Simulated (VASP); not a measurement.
Here is a VASP 6.6.1 calculation.

The input POSCAR:

```
B32HN32
1.0
    7.2115910000      0.0000000000      0.0000000000
    0.0000000000      7.2115910000      0.0000000000
    0.0000000000      0.0000000000      7.2115910000
B N H
32 32 1
Direct
    0.9996580000      0.0004360000      0.9994980000
    0.9994340000      0.0002160000      0.4995470000
    0.9994200000      0.5004550000      0.9992620000
    0.9982830000      0.5009100000      0.4999830000
    0.4997380000      0.0002160000      0.9992760000
    0.5001680000      0.9990800000      0.4999990000
    0.5001430000      0.5009150000      0.9981430000
    0.5004870000      0.5012920000      0.5003070000
    0.2492990000      0.2500590000      0.9982830000
    0.2489790000      0.2497840000      0.5002460000
    0.2496590000      0.7507910000      0.9992640000
    0.2492510000      0.7518360000      0.4999080000
    0.7500000000      0.2504530000      0.9992720000
    0.7510590000      0.2500160000      0.4999220000
    0.7497980000      0.7505140000      0.9994430000
    0.7499690000      0.7507700000      0.4994760000
    0.2492990000      0.9991870000      0.2491290000
    0.2496850000      0.0002260000      0.7498610000
    0.2489280000      0.5012300000      0.2487700000
    0.2492210000      0.5008420000      0.7508990000
    0.7500230000      0.0001960000      0.2495060000
    0.7497580000      0.0003950000      0.7496070000
    0.7510700000      0.5008170000      0.2490670000
    0.7499760000      0.5004110000      0.7498370000
    0.9984150000      0.2500500000      0.2491340000
    0.9994250000      0.2504150000      0.7498480000
    0.9994370000      0.7507790000      0.2494850000
    0.9996140000      0.7505250000      0.7495790000
    0.5004380000      0.2496940000      0.2487710000
    0.5000730000      0.2500370000      0.7509250000
    0.5001170000      0.7518500000      0.2490930000
    0.4996580000      0.7507560000      0.7498240000
    0.1249840000      0.1257450000      0.1248230000
    0.1244170000      0.1252070000      0.6255440000
    0.1244160000      0.6264710000      0.1242250000
    0.1249240000      0.6258090000      0.6248650000
    0.6257190000      0.1252010000      0.1242420000
    0.6250510000      0.1257100000      0.6248820000
    0.6250690000      0.6258230000      0.1247680000
    0.6255880000      0.6263870000      0.6254340000
    0.3750430000      0.3758180000      0.1200460000
    0.3749060000      0.3757500000      0.6298070000
    0.3750640000      0.8758360000      0.1241770000
    0.3750130000      0.8757880000      0.6254950000
    0.8750220000      0.3758040000      0.1241640000
    0.8749860000      0.3757530000      0.6255130000
    0.8750450000      0.8757810000      0.1247120000
    0.8749890000      0.8757640000      0.6248940000
    0.3750520000      0.1209400000      0.3748660000
    0.3750400000      0.1251310000      0.8749070000
    0.3749310000      0.6307200000      0.3747750000
    0.3749930000      0.6264450000      0.8748300000
    0.8750410000      0.1251010000      0.3748680000
    0.8750210000      0.1256730000      0.8748570000
    0.8749920000      0.6264130000      0.3748120000
    0.8749850000      0.6258350000      0.8748320000
    0.1201620000      0.3758420000      0.3748710000
    0.1243020000      0.3757940000      0.8748800000
    0.1243620000      0.8758110000      0.3748610000
    0.1249030000      0.8757990000      0.8748510000
    0.6299350000      0.3757150000      0.3747650000
    0.6256440000      0.3757760000      0.8748470000
    0.6256700000      0.8757880000      0.3748390000
    0.6250910000      0.8757840000      0.8748370000
    0.3751360000      0.3757290000      0.3751290000
```

INCAR.step1

```
SYSTEM = B32HN32
ALGO     = Normal         ! electronic algorithm
EDIFF    = 1E-4           ! SCF threshold, eV
ENCUT    = 520            ! plane-wave cutoff, eV
GGA      = PE             ! functional
ISMEAR   = -1             ! smearing method
ISPIN    = 2              ! spin polarisation
ISYM     = 0            
LASPH    = .TRUE.         ! aspherical terms in the spheres
LCHARG   = .FALSE.        ! write CHGCAR
LREAL    = Auto         
LWAVE    = .TRUE.         ! write WAVECAR
MAGMOM   = 0 0 0 0 0 0 0 0.091 0 0.091 0 0 0 0 0 0 0 0 0.091 0 0 0 0 0 0 0 0 0 0.091 0 0 0 0 0 0 0 0 0 0 0 0.091 0.091 0 0 0 0 0 0 0.091 0 0.091 0 0 0 0 0 0.091 0 0 0 0.091 0 0 0 0.091 ! initial moments
NBANDS   = 170            ! bands
NELM     = 150            ! most SCF steps
PREC     = Accurate       ! precision mode
SIGMA    = 0.05           ! smearing width, eV
```

File INCAR.step2:

```
SYSTEM = B32HN32
ALGO     = Normal         ! electronic algorithm
EDIFF    = 1E-7           ! SCF threshold, eV
ENCUT    = 520            ! plane-wave cutoff, eV
ISIF     = 2              ! what is computed and relaxed
ISMEAR   = -1             ! smearing method
ISPIN    = 2              ! spin polarisation
ISTART   = 1            
ISYM     = 0            
LASPH    = .TRUE.         ! aspherical terms in the spheres
LCHARG   = .FALSE.        ! write CHGCAR
LMIXTAU  = .TRUE.       
LORBIT   = 11             ! projections on sites
LREAL    = Auto         
LWAVE    = .FALSE.        ! write WAVECAR
MAGMOM   = 0 0 0 0 0 0 0 0.091 0 0.091 0 0 0 0 0 0 0 0 0.091 0 0 0 0 0 0 0 0 0 0.091 0 0 0 0 0 0 0 0 0 0 0 0.091 0.091 0 0 0 0 0 0 0.091 0 0.091 0 0 0 0 0 0.091 0 0 0 0.091 0 0 0 0.091 ! initial moments
METAGGA  = R2SCAN         ! meta-GGA
NBANDS   = 170            ! bands
NELM     = 150            ! most SCF steps
PREC     = Accurate       ! precision mode
SIGMA    = 0.05           ! smearing width, eV
```

File KPOINTS:

```
Automatic mesh
0
Gamma
  1 1 1
  0.25 0.25 0.25
```

Potentials or basis: VASP PAW PBE potentials, release 64 (B, N, H).

The run is started by

```console
$ cat potpaw_PBE.64/B/POTCAR potpaw_PBE.64/N/POTCAR potpaw_PBE.64/H/POTCAR > POTCAR
$ cp INCAR.step1 INCAR
$ mpirun -np 1 vasp_std > vasp.out
$ cp INCAR.step2 INCAR
$ mpirun -np 1 vasp_std > vasp.out
```

Problem. Predict the site moments.

Solution. B +0.00, -0.01 (each value once); N +0.00, +0.01, +0.04, -0.00 (each value once); H +0.34 μB.

Problem. Predict the band gap on the k mesh.

Solution. 2.25 eV.

Problem. Estimate the net moment.

Solution. 1.00 μB per cell.

Forces on the atoms (eV/Å):
```
B    0.055  0.051  0.051
B    0.061  0.054  0.060
B    0.059  0.062  0.057
B    0.079  0.043  0.040
B    0.057  0.055  0.058
B    0.036  0.081  0.038
B    0.040  0.045  0.080
B    0.058  0.058  0.063
B    0.067  0.072  0.061
B    0.012  0.012  0.095
B    0.069  0.049  0.055
B    0.066  0.038  0.054
B    0.051  0.062  0.053
B    0.037  0.068  0.051
B    0.043  0.055  0.057
B    0.051  0.044  0.059
B    0.071  0.063  0.070
B    0.063  0.055  0.046
B    0.023  0.090  0.021
B    0.066  0.057  0.039
B    0.050  0.058  0.062
B    0.052  0.057  0.048
B    0.034  0.060  0.068
B    0.046  0.063  0.043
B    0.063  0.072  0.069
B    0.056  0.069  0.049
B    0.056  0.048  0.066
B    0.056  0.052  0.051
B    0.092  0.025  0.022
B    0.051  0.066  0.034
B    0.046  0.035  0.063
B    0.058  0.051  0.046
N   -0.055 -0.054 -0.053
N   -0.044 -0.049 -0.089
N   -0.047 -0.085 -0.044
N   -0.053 -0.047 -0.045
N   -0.086 -0.050 -0.043
N   -0.051 -0.051 -0.045
N   -0.052 -0.051 -0.053
N   -0.057 -0.064 -0.061
N   -0.066 -0.064 -0.083
N   -0.024 -0.041 -0.033
N   -0.068 -0.057 -0.056
N   -0.062 -0.056 -0.048
N   -0.048 -0.067 -0.053
N   -0.053 -0.057 -0.054
N   -0.059 -0.053 -0.046
N   -0.051 -0.052 -0.047
N   -0.063 -0.081 -0.061
N   -0.062 -0.057 -0.056
N   -0.030 -0.036 -0.037
N   -0.061 -0.053 -0.052
N   -0.051 -0.052 -0.063
N   -0.057 -0.053 -0.054
N   -0.054 -0.046 -0.057
N   -0.050 -0.051 -0.056
N   -0.080 -0.068 -0.067
N   -0.047 -0.063 -0.050
N   -0.061 -0.051 -0.062
N   -0.052 -0.055 -0.056
N   -0.032 -0.038 -0.031
N   -0.049 -0.060 -0.055
N   -0.050 -0.056 -0.061
N   -0.051 -0.058 -0.053
H    0.001  0.008 -0.003
```

Caveat: the PAW data sets were made with another functional, which shifts forces and pressure a little.
